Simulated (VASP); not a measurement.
# AgB2: electric field gradients with PBEsol

The system is AgB2.

```
CELL_PARAMETERS angstrom
2.98997 0.00000 0.00000
-1.49498 2.58939 0.00000
0.00000 0.00000 3.22916
ATOMIC_POSITIONS crystal
Ag 0.00000 0.00000 0.00000
B 0.33333 0.66667 0.50000
B 0.66667 0.33333 0.50000
```

This cell differs from its parent crystal: volume scaled by 0.99.

```yaml
Program: VASP 6.6.1
Task: electric field gradients
Functional: PBEsol
Potentials_or_basis: VASP PAW PBE potentials, release 64 (Ag, B)
Cutoff: 520 eV
k_mesh: 16 × 16 × 13
Occupations: fermi-dirac, width 0.05 eV
Spin: no spin polarisation
Dipole_correction: no
Further_INCAR_settings: ALGO = Normal; EDIFF = 1e-08; NBANDS = 16
```

```yaml
Pressure: 50.7 GPa
```

Stress tensor (GPa, compression positive):
```
40.26  0.00  0.00
 0.00 40.26  0.00
 0.00  0.00 71.47
```

Levels at points of the mesh, in eV from the Fermi level:
| k point | band 4 | band 5 | band 6 | band 7 | band 8 | band 9 | band 10 | band 11 | band 12 | band 13 |
| --- | --- | --- | --- | --- | --- | --- | --- | --- | --- | --- |
| (0.00, 0.00, 0.00) | -6.74 | -5.14 | -5.14 | -3.34 | 1.09 | 1.09 | 5.56 | 5.56 | 5.73 | 7.22 |
| (0.50, 0.00, 0.00) | -7.30 | -5.45 | -4.59 | -3.42 | -3.31 | 2.85 | 4.34 | 6.05 | 6.44 | 10.36 |

Electric field gradients, principal values (V/Å²):
```tsv
atom	least	middle	greatest (by size)
1 Ag	36.838	36.839	-73.677
2 B	-14.971	-14.971	29.943
3 B	-14.971	-14.971	29.943
```

Wall time 75 s on 1 thread of Intel(R) Xeon(R) Platinum 8175M CPU @ 2.50GHz (Skylake/Cascade Lake), on a shared host, peak memory 0.2 GiB.

Caveat: without QUAD_EFG the Cq values of the log hold for a quadrupole moment of 1 mb, not for the nuclei; the PAW data sets were made with another functional, which shifts forces and pressure a little.
